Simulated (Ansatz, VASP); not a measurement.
**Two plane-wave programs on SbAsF2**

INCAR

```
SYSTEM = SbAsF2
ALGO = Normal ; EDIFF = 1E-7
EDIFFG = -0.04 ; ENCUT = 600
GGA = PE ; IBRION = 2
ISIF = 3 ; ISMEAR = 0
LASPH = .TRUE. ; LCHARG = .FALSE.
LREAL = .FALSE. ; LWAVE = .FALSE.
NELM = 60 ; NSW = 90
PREC = Accurate ; SIGMA = 0.1
```

Contents of KPOINTS:

```
k-points
0
G
  4 4 4
  0 0 0
```

File POSCAR:

```
SbAsF2
1.0
    4.1145113300      0.0000000000      0.0000000000
    0.0000000000      4.1145113300      0.0000000000
    0.0000000000      0.0000000000      5.7970139900
Sb As F
1 1 2
Direct
    0.0000000000      0.0000000000      0.0000000000
    0.5000000000      0.5000000000      0.5000000000
    0.0000000000      0.5000000000      0.2333653700
    0.5000000000      0.0000000000      0.7666346300
```

Input for Ansatz:

```yaml
crystal:
  lattice:
    - [4.11451133, 0.0, 0.0]
    - [0.0, 4.11451133, 0.0]
    - [0.0, 0.0, 5.79701399]
  atoms:
    - { symbol: Sb, position: [0.0, 0.0, 0.0] }
    - { symbol: As, position: [0.5, 0.5, 0.5] }
    - { symbol: F, position: [0.0, 0.5, 0.23336537] }
    - { symbol: F, position: [0.5, 0.0, 0.76663463] }
basis:
  ecutwfc: 420
kpoints:
  mp_grid: { grid: [4, 4, 4] }
hamiltonian:
  xc: pbe
scf:
  occupations: { method: gaussian, width: 0.1 }
  lower_state_search: "off"
output:
  forces: true
  stress: true
  eigenvalues: true
relax:
  adjacent_minimum: "off"
  f_tol: 0.04
  max_steps: 70
  cell: { stress_tol: 0.4 }
```

Change from the starting cell: species swapped into the AlInSb2 type (P-4m2, No. 115).

Alike in both runs: task relaxation of cell and atoms; functional PBE; k mesh 4 × 4 × 4; occupations gaussian, width 0.1 eV; no spin polarisation.

|  | VASP | Ansatz |
| --- | --- | --- |
| version | VASP 6.6.1 | Ansatz 0.2.0 |
| potentials or method | VASP PAW PBE potentials, release 64 (Sb, As, F), cutoff 600 eV | scalar-relativistic, plane waves, PAW |
| valence electrons in the cell | 24 | 44 |

|  | VASP | Ansatz | Ansatz less VASP |
| --- | --- | --- | --- |
| gap on the k mesh at the Fermi level, each at its own relaxed structure (eV) | none | none | - |
| relaxed volume (Å³/atom) | 18.11 | 18.14 | +0.036 |
| relaxed length of the cell vector where the two differ most in proportion (Å) | 3.355 | 3.304 | -0.0512 |

A gap of «none» marks a metal or a gap that the smearing closes. VASP's potentials hold 24 valence electrons a cell and Ansatz's 44, so a difference there can come from the potentials and not from the codes.

The k mesh is coarse, so the values compare programs but aren't converged. Spin-orbit coupling is off throughout. Noted on VASP's run: the volume moved by over 15 % at a fixed basis, so the end points are rough.
